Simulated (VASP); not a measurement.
# MgO (CsCl type) (Pm-3m) in VASP: further runs

Runs on MgO (CsCl type). Level: PBE. Tasks: single point.

Everything below comes from runs of VASP 6.6.1. Logs are shortened: lines on timing, memory, paths and dates and some standing lists are left out, and cuts for length are marked.

**1. The cell of the first run**

Symmetry: Pm-3m, No. 221, cubic system. The conventional cell has a = 2.064 Å, b = 2.064 Å, c = 2.064 Å, α = 90.00°, β = 90.00°, γ = 90.00°. Within 2.4 Å of Mg (site symmetry m-3m) lie 8 O at 1.79 Å and 6 Mg at 2.06 Å. O (site symmetry m-3m) has 8 Mg at 1.79 Å and 6 O at 2.06 Å within 2.4 Å.

**2. Single point, PBE (volume scaled by 0.95)**

Contents of INCAR:

```
SYSTEM = MgO
ALGO = Normal ; EDIFF = 1E-6
ENCUT = 600 ; GGA = PE
GGA_COMPAT = .False. ; ISIF = 2
ISMEAR = 0 ; LASPH = .True.
LCHARG = .False. ; LREAL = .False.
LWAVE = .False. ; NBANDS = 11
NELM = 120 ; PREC = Accurate
SIGMA = 0.01
```

Contents of KPOINTS:

```
k-points
0
Gamma
  12 12 12
  0 0 0
```

Contents of POSCAR:

```
MgO
1.0
    2.0643999022      0.0000000000      0.0000000000
    0.0000000000      2.0643999022      0.0000000000
    0.0000000000      0.0000000000      2.0643999022
Mg O
1 1
Direct
    0.0000000000      0.0000000000      0.0000000000
    0.5000000000      0.5000000000      0.5000000000
```

Potentials or basis: VASP PAW PBE potentials, release 64 (Mg, O).

The run is started by

```
$ cat potpaw_PBE.64/Mg/POTCAR potpaw_PBE.64/O/POTCAR > POTCAR
$ mpirun -np 1 vasp_std > vasp.out
```

OUTCAR:

```text
SYSTEM = MgO
   EDIFF = 1E-6
   ENCUT = 600
   GGA = PE
   ISIF = 2
   ISMEAR = 0
   LASPH = .True.
   LREAL = .False.
   NELM = 120
   PREC = Accurate

 ion  position               nearest neighbor table
   1  0.000  0.000  0.000-   2 1.79   2 1.79   2 1.79   2 1.79   2 1.79   2 1.79   2 1.79   2 1.79

   2  0.500  0.500  0.500-   1 1.79   1 1.79   1 1.79   1 1.79   1 1.79   1 1.79   1 1.79   1 1.79

  LATTYP: Found a simple cubic cell.
 ALAT       =     2.0643999022

  Lattice vectors:

 A1 = (   2.0643999022,   0.0000000000,   0.0000000000)
 A2 = (   0.0000000000,   2.0643999022,   0.0000000000)
 A3 = (   0.0000000000,   0.0000000000,   2.0643999022)

Analysis of symmetry for initial positions (statically):
=====================================================================
 Subroutine PRICEL returns:
 Original cell was already a primitive cell.

 Routine SETGRP: Setting up the symmetry group for a
 simple cubic supercell.

 Subroutine GETGRP returns: Found 48 space group operations
 (whereof 48 operations were pure point group operations)
 out of a pool of 48 trial point group operations.

The static configuration has the point symmetry O_h .

Analysis of symmetry for dynamics (positions and initial velocities):
=====================================================================
 Subroutine PRICEL returns:
 Original cell was already a primitive cell.

 Routine SETGRP: Setting up the symmetry group for a
 simple cubic supercell.

 Subroutine GETGRP returns: Found 48 space group operations
 (whereof 48 operations were pure point group operations)
 out of a pool of 48 trial point group operations.

The dynamic configuration has the point symmetry O_h .

 Subroutine INISYM returns: Found 48 space group operations
 (whereof 48 operations are pure point group operations),
 and found     1 'primitive' translations

----------------------------------------------------------------------------------------

                                     Primitive cell

  volume of cell :       8.7979

  direct lattice vectors                    reciprocal lattice vectors
     2.064399902  0.000000000  0.000000000     0.484402271  0.000000000  0.000000000
     0.000000000  2.064399902  0.000000000     0.000000000  0.484402271  0.000000000
     0.000000000  0.000000000  2.064399902     0.000000000  0.000000000  0.484402271

  length of vectors
     2.064399902  2.064399902  2.064399902     0.484402271  0.484402271  0.484402271

  position of ions in fractional coordinates (direct lattice)
[... 81 lines left out ...]
   EDIFFG = 0.1E-04   stopping-criterion for IOM
   NSW    =      0    number of steps for IOM
   IBRION =     -1    ionic relax: 0-MD 1-quasi-New 2-CG
   NFREE  =      0    steps in history (QN), initial steepest desc. (CG)
   ISIF   =      2    stress and relaxation
   ISYM   =      2    0-nonsym 1-usesym 2-fastsym
   POTIM  = 0.5000    time-step for ionic-motion
   TEBEG  =    0.0;   TEEND  =   0.0 temperature during run
   PSTRESS=    0.0 pullay stress
   NELECT =       8.0000    total number of electrons
   NUPDOWN=      -1.0000    fix difference up-down
   EMIN   =  10.00;   EMAX   =-10.00  energy-range for DOS
   EFERMI =   0.00;   METHOD = LEGACY
   ISMEAR =     0;   SIGMA  =   0.01  broadening in eV -4-tet -1-fermi 0-gaus
   EFERMI_NEDOS =   21; number of points for ismear=-14 and -15
   IALGO  =     38    algorithm
   IMIX   =      4    mixing-type and parameters
     AMIX     =   0.40;   BMIX     =  1.00
     AMIX_MAG =   1.60;   BMIX_MAG =  1.00
  volume/ion in A,a.u.               =       4.40        29.69
  Fermi-wavevector in a.u.,A,eV,Ry     =   1.586029  2.997159 34.225272  2.515487
  Thomas-Fermi vector in A             =   2.685403
   LORBIT       =      0    0 simple, 1 ext, 2 COOP (PROOUT), +10 PAW based schemes
   GGA     = PE    functional components
   LHFCALC =     F    Hartree Fock is set to
   AEXX    =    0.0000 exact exchange contribution
   IVDW    =     0    specifies the selected vdW correction
   LEPSILON=     F    determine dielectric tensor
   LRPA    =     F    only Hartree local field effects (RPA)
 non-spin polarized calculation
 Gauss-broadening in eV      SIGMA  =   0.01
  energy-cutoff  :      600.00
  volume of cell :        8.80
 maximum number of plane-waves:       308
   NGX =  9   NGY =  9   NGZ =  9

 number of electron       8.0000008 magnetization

 Free energy of the ion-electron system (eV)
  ---------------------------------------------------
  ext. energy  EPLUGINS =         0.00000000
  ---------------------------------------------------
  free energy    TOTEN  =        -2.22310755 eV

  energy without entropy =       -2.22310755  energy(sigma->0) =       -2.22310755

 E-fermi :  14.9850     XC(G=0): -15.3034

 val. band max:       14.7621359453   @ k =   0.5000   0.5000   0.0000
 cond. band min:      22.4644432527   @ k =   0.5000   0.5000   0.0000
 fundamental gap:      7.7023073074
 Fermi energy:        14.9850032913

 k-point     1 :       0.0000    0.0000    0.0000
  band No.  band energies     occupation
      1     -10.9716      2.00000
      2      12.7224      2.00000
      3      12.7224      2.00000
      4      12.7224      2.00000
      5      25.3818      0.00000
      6      25.3818      0.00000
      7      28.9078      0.00000
      8      50.9152      0.00000
      9      50.9152      0.00000
     10      50.9152      0.00000
     11      53.4610      0.00000
[... 309 lines left out ...]
 k-point    24 :       0.4167    0.3333    0.0000
  band No.  band energies     occupation
      1      -6.1190      2.00000
      2       4.9726      2.00000
      3       6.9187      2.00000
      4      14.2315      2.00000
      5      25.1226      0.00000
      6      33.7278      0.00000
      7      36.7086      0.00000
      8      39.1443      0.00000
      9      40.7939      0.00000
     10      41.9368      0.00000
     11      50.6340      0.00000

 [... further k-points ...]
[... 5 lines left out ...]
  --------------------------------------------------------------------------------------
  -------------------------------------------------------------------------------------
  Total       27.7588282     27.7588282     27.7588282     -0.0000000      0.0000000     -0.0000000
  in kB     5055.1054738   5055.1054738   5055.1054738     -0.0000000      0.0000000     -0.0000000
  external PRESSURE =    5055.1054738 kB  Pullay stress =       0.0000000 kB

 VOLUME and BASIS-vectors are now :
 -----------------------------------------------------------------------------
  energy-cutoff  :      600.00
  volume of cell :        8.80
      direct lattice vectors                 reciprocal lattice vectors
     2.064399902  0.000000000  0.000000000     0.484402271  0.000000000  0.000000000
     0.000000000  2.064399902  0.000000000     0.000000000  0.484402271  0.000000000
     0.000000000  0.000000000  2.064399902     0.000000000  0.000000000  0.484402271

 POSITION                                       TOTAL-FORCE (eV/Angst)
 -----------------------------------------------------------------------------------
      0.00000      0.00000      0.00000         0.000000      0.000000      0.000000
      1.03220      1.03220      1.03220         0.000000      0.000000      0.000000
 -----------------------------------------------------------------------------------
    total drift:                                0.000000      0.000000      0.000000

  FREE ENERGIE OF THE ION-ELECTRON SYSTEM (eV)
  ---------------------------------------------------
  free  energy   TOTEN  =        -2.2231075457 eV

  energy  without entropy=       -2.2231075457  energy(sigma->0) =       -2.22310755
```

stdout:

```text
POSCAR found type information on POSCAR MgO
 POSCAR found :  2 types and       2 ions
 scaLAPACK will be used
 LDA part: xc-table for (Slater+PW92), standard interpolation
 POSCAR, INCAR and KPOINTS ok, starting setup
 FFT: planning ... GRIDC
 FFT: planning ... GRID_SOFT
 FFT: planning ... GRID
 WAVECAR not read
 entering main loop
```

Wall time 4.9 s (1 thread of Intel Xeon Platinum 8488C (Sapphire Rapids), shared host); peak memory 0.12 GiB.

What came out:

* Free energy: -2.2231 eV
* Pressure: 505.5 GPa
* Band gap on the k mesh: 7.70 eV, direct

 A k mesh can miss the band edges.

**3. Single point, PBE (volume scaled by 1.1)**

Contents of INCAR:

```
ALGO     = Normal         # electronic algorithm
EDIFF    = 1E-6           # SCF threshold, eV
ENCUT    = 600            # plane-wave cutoff, eV
GGA      = PE             # functional
GGA_COMPAT= False        
ISIF     = 2              # what is computed and relaxed
ISMEAR   = 0              # smearing method
LASPH    = True           # aspherical terms in the spheres
LCHARG   = False          # write CHGCAR
LREAL    = False          # projectors in reciprocal space
LWAVE    = False          # write WAVECAR
NBANDS   = 11             # bands
NELM     = 120            # most SCF steps
PREC     = Accurate       # precision mode
SIGMA    = 0.01           # smearing width, eV
```

Contents of KPOINTS:

```
k-points
0
Gamma
  12 12 12
```

Contents of POSCAR:

```
MgO
1.0
    2.1677882425      0.0000000000      0.0000000000
    0.0000000000      2.1677882425      0.0000000000
    0.0000000000      0.0000000000      2.1677882425
Mg O
1 1
Direct
    0.0000000000      0.0000000000      0.0000000000
    0.5000000000      0.5000000000      0.5000000000
```

Potentials or basis: VASP PAW PBE potentials, release 64 (Mg, O).

The run is started by

```
$ cat potpaw_PBE.64/Mg/POTCAR potpaw_PBE.64/O/POTCAR > POTCAR
$ mpirun -np 1 vasp_std > vasp.out
```

OUTCAR:

```text
EDIFF = 1E-6
   ENCUT = 600
   GGA = PE
   ISIF = 2
   ISMEAR = 0
   LASPH = True
   LREAL = False
   NELM = 120
   PREC = Accurate

 ion  position               nearest neighbor table
   1  0.000  0.000  0.000-   2 1.88   2 1.88   2 1.88   2 1.88   2 1.88   2 1.88   2 1.88   2 1.88

   2  0.500  0.500  0.500-   1 1.88   1 1.88   1 1.88   1 1.88   1 1.88   1 1.88   1 1.88   1 1.88

  LATTYP: Found a simple cubic cell.
 ALAT       =     2.1677882425

  Lattice vectors:

 A1 = (   2.1677882425,   0.0000000000,   0.0000000000)
 A2 = (   0.0000000000,   2.1677882425,   0.0000000000)
 A3 = (   0.0000000000,   0.0000000000,   2.1677882425)

Analysis of symmetry for initial positions (statically):
=====================================================================
 Subroutine PRICEL returns:
 Original cell was already a primitive cell.

 Routine SETGRP: Setting up the symmetry group for a
 simple cubic supercell.

 Subroutine GETGRP returns: Found 48 space group operations
 (whereof 48 operations were pure point group operations)
 out of a pool of 48 trial point group operations.

The static configuration has the point symmetry O_h .

Analysis of symmetry for dynamics (positions and initial velocities):
=====================================================================
 Subroutine PRICEL returns:
 Original cell was already a primitive cell.

 Routine SETGRP: Setting up the symmetry group for a
 simple cubic supercell.

 Subroutine GETGRP returns: Found 48 space group operations
 (whereof 48 operations were pure point group operations)
 out of a pool of 48 trial point group operations.

The dynamic configuration has the point symmetry O_h .

 Subroutine INISYM returns: Found 48 space group operations
 (whereof 48 operations are pure point group operations),
 and found     1 'primitive' translations

----------------------------------------------------------------------------------------

                                     Primitive cell
[... 114 lines left out ...]
  Thomas-Fermi vector in A             =   2.620583
   LORBIT       =      0    0 simple, 1 ext, 2 COOP (PROOUT), +10 PAW based schemes
   GGA     = PE    functional components
   LHFCALC =     F    Hartree Fock is set to
   AEXX    =    0.0000 exact exchange contribution
   IVDW    =     0    specifies the selected vdW correction
   LEPSILON=     F    determine dielectric tensor
   LRPA    =     F    only Hartree local field effects (RPA)
 non-spin polarized calculation
 Gauss-broadening in eV      SIGMA  =   0.01
  energy-cutoff  :      600.00
  volume of cell :       10.19
 maximum number of plane-waves:       356
 NGX is ok and might be reduce to    18
   NGX =  9   NGY =  9   NGZ =  9

 number of electron       7.9999997 magnetization

 Free energy of the ion-electron system (eV)
  ---------------------------------------------------
  ext. energy  EPLUGINS =         0.00000000
  ---------------------------------------------------
  free energy    TOTEN  =        -5.64327283 eV

  energy without entropy =       -5.64327283  energy(sigma->0) =       -5.64327283

 E-fermi :  12.3491     XC(G=0): -14.4124

 val. band max:       12.2422885421   @ k =   0.5000   0.5000   0.0000
 cond. band min:      19.3814392771   @ k =   0.5000   0.5000   0.0000
 fundamental gap:      7.1391507350
 Fermi energy:        12.3491167011

 k-point     1 :       0.0000    0.0000    0.0000
  band No.  band energies     occupation
      1     -11.7040      2.00000
      2      10.4354      2.00000
      3      10.4354      2.00000
      4      10.4354      2.00000
      5      23.0840      0.00000
      6      23.0840      0.00000
      7      23.0899      0.00000
      8      44.5636      0.00000
      9      44.5636      0.00000
     10      44.5636      0.00000
     11      48.4406      0.00000
[... 309 lines left out ...]
 k-point    24 :       0.4167    0.3333    0.0000
  band No.  band energies     occupation
      1      -7.5502      2.00000
      2       3.5822      2.00000
      3       5.3319      2.00000
      4      11.8126      2.00000
      5      21.8314      0.00000
      6      29.0205      0.00000
      7      31.7623      0.00000
      8      34.4486      0.00000
      9      36.9091      0.00000
     10      37.8856      0.00000
     11      45.1913      0.00000

 [... further k-points ...]
[... 5 lines left out ...]
  --------------------------------------------------------------------------------------
  -------------------------------------------------------------------------------------
  Total       19.1233964     19.1233964     19.1233964     -0.0000000      0.0000000     -0.0000000
  in kB     3007.6343819   3007.6343819   3007.6343819     -0.0000000      0.0000000     -0.0000000
  external PRESSURE =    3007.6343819 kB  Pullay stress =       0.0000000 kB

 VOLUME and BASIS-vectors are now :
 -----------------------------------------------------------------------------
  energy-cutoff  :      600.00
  volume of cell :       10.19
      direct lattice vectors                 reciprocal lattice vectors
     2.167788242  0.000000000  0.000000000     0.461299670  0.000000000  0.000000000
     0.000000000  2.167788242  0.000000000     0.000000000  0.461299670  0.000000000
     0.000000000  0.000000000  2.167788242     0.000000000  0.000000000  0.461299670

 POSITION                                       TOTAL-FORCE (eV/Angst)
 -----------------------------------------------------------------------------------
      0.00000      0.00000      0.00000         0.000000      0.000000      0.000000
      1.08389      1.08389      1.08389         0.000000      0.000000      0.000000
 -----------------------------------------------------------------------------------
    total drift:                                0.000000     -0.000000      0.000000

  FREE ENERGIE OF THE ION-ELECTRON SYSTEM (eV)
  ---------------------------------------------------
  free  energy   TOTEN  =        -5.6432728279 eV

  energy  without entropy=       -5.6432728279  energy(sigma->0) =       -5.64327283
```

stdout:

```text
POSCAR found type information on POSCAR MgO
 POSCAR found :  2 types and       2 ions
 scaLAPACK will be used
 LDA part: xc-table for (Slater+PW92), standard interpolation
 POSCAR, INCAR and KPOINTS ok, starting setup
 FFT: planning ... GRIDC
 FFT: planning ... GRID_SOFT
 FFT: planning ... GRID
 WAVECAR not read
 entering main loop
```

It took 8.4 s on 1 thread of Intel Xeon Platinum 8488C (Sapphire Rapids), shared host; peak memory 0.13 GiB.

Results:

```
Free energy            : -5.6433 eV
Pressure               : 300.8 GPa
Band gap on the k mesh : 7.14 eV, direct
```

**4. Single point, PBE (volume scaled by 1.04)**

Contents of INCAR:

```
PREC     = Accurate       # precision mode
ENCUT    = 600            # plane-wave cutoff, eV
EDIFF    = 1E-6           # SCF threshold, eV
ISMEAR   = 0              # smearing method
SIGMA    = 0.01           # smearing width, eV
LREAL    = False          # projectors in reciprocal space
LASPH    = True           # aspherical terms in the spheres
NELM     = 120            # most SCF steps
ALGO     = Normal         # electronic algorithm
ISIF     = 2              # what is computed and relaxed
LWAVE    = False          # write WAVECAR
LCHARG   = False          # write CHGCAR
GGA      = PE             # functional
NBANDS   = 11             # bands
GGA_COMPAT= False
```

Contents of KPOINTS:

```
Automatic mesh
0
Gamma
  12 12 12
```

Contents of POSCAR:

```
MgO
1.0
    2.1276347480      0.0000000000      0.0000000000
    0.0000000000      2.1276347480      0.0000000000
    0.0000000000      0.0000000000      2.1276347480
Mg O
1 1
Direct
    0.0000000000      0.0000000000      0.0000000000
    0.5000000000      0.5000000000      0.5000000000
```

The run is started by

```
$ cat potpaw_PBE.64/Mg/POTCAR potpaw_PBE.64/O/POTCAR > POTCAR
$ mpirun -np 1 vasp_std > vasp.out
```

Run time: 7.7 s. Hardware: 1 thread of Intel Xeon Platinum 8488C (Sapphire Rapids), shared host; peak memory 0.13 GiB.

Results (log left out):

| Property | Result |
| --- | --- |
| Free energy | -4.4827 eV |
| Pressure | 369.0 GPa |
| Band gap on the k mesh | 7.35 eV, direct |

Levels at points of the mesh, in eV from the valence-band top:
```
           k point  band 1  band 2  band 3  band 4  band 5  band 6  band 7  band 8
(0.00, 0.00, 0.00)  -24.61   -1.90   -1.90   -1.90   10.77   10.77   12.04   33.76
(0.50, 0.00, 0.00)  -21.27  -11.58   -1.39   -1.39   15.02   17.73   18.68   20.62
(0.50, 0.50, 0.00)  -19.37   -8.73   -8.73    0.00    7.35   19.70   21.23   21.23
(0.50, 0.50, 0.50)  -16.39   -8.02   -8.02   -8.02   10.99   10.99   10.99   29.29
```

**5. Single point, PBE (volume scaled by 1.2)**

Contents of INCAR:

```
ALGO = Normal ; EDIFF = 1E-6
ENCUT = 600 ; GGA = PE
GGA_COMPAT = F ; ISIF = 2
ISMEAR = 0 ; LASPH = T
LCHARG = F ; LREAL = F
LWAVE = F ; NBANDS = 11
NELM = 120 ; PREC = Accurate
SIGMA = 0.01
```

Contents of KPOINTS:

```
k-points
0
Gamma
  12 12 12
```

Contents of POSCAR:

```
MgO
1.0
    2.2315829953      0.0000000000      0.0000000000
    0.0000000000      2.2315829953      0.0000000000
    0.0000000000      0.0000000000      2.2315829953
Mg O
1 1
Direct
    0.0000000000      0.0000000000      0.0000000000
    0.5000000000      0.5000000000      0.5000000000
```

The run is started by

```
$ cat potpaw_PBE.64/Mg/POTCAR potpaw_PBE.64/O/POTCAR > POTCAR
$ mpirun -np 1 vasp_std > vasp.out
```

It took 7.2 s on 1 thread of Intel Xeon Platinum 8488C (Sapphire Rapids), shared host; peak memory 0.12 GiB.

The run converged. Its results:

- Free energy: -7.1256 eV
- Pressure: 215.2 GPa
- Band gap on the k mesh: 6.81 eV, direct

Levels at points of the mesh, in eV from the valence-band top:
| k point | band 1 | band 2 | band 3 | band 4 | band 5 | band 6 | band 7 | band 8 | band 9 |
| --- | --- | --- | --- | --- | --- | --- | --- | --- | --- |
| (0.00, 0.00, 0.00) | -22.96 | -1.67 | -1.67 | -1.67 | 9.16 | 10.90 | 10.90 | 30.18 | 30.18 |
| (0.50, 0.00, 0.00) | -20.21 | -10.24 | -1.14 | -1.14 | 12.73 | 16.14 | 17.11 | 19.97 | 24.29 |
| (0.50, 0.50, 0.00) | -18.50 | -7.69 | -7.69 | 0.00 | 6.81 | 18.04 | 18.78 | 18.78 | 23.20 |
| (0.50, 0.50, 0.50) | -16.21 | -6.75 | -6.75 | -6.75 | 10.04 | 10.04 | 10.04 | 26.50 | 26.50 |

 A k mesh can miss the band edges.

**6. The runs side by side**

```tsv
cell	gap on the mesh (eV)	pressure (GPa)
a = 2.064 Å, 2 atoms	7.70	505.5
a = 2.168 Å, 2 atoms	7.14	300.8
a = 2.128 Å, 2 atoms	7.35	369.0
a = 2.232 Å, 2 atoms	6.81	215.2
```

Alike in all rows: task single point; level PBE; potentials or basis VASP PAW PBE potentials, release 64 (Mg, O); no spin polarisation; k mesh 12 × 12 × 12; cutoff (eV) 600; smearing gaussian 0.01 eV.

Total energies depend on the potentials used, so only differences within one code and one set of settings carry meaning.
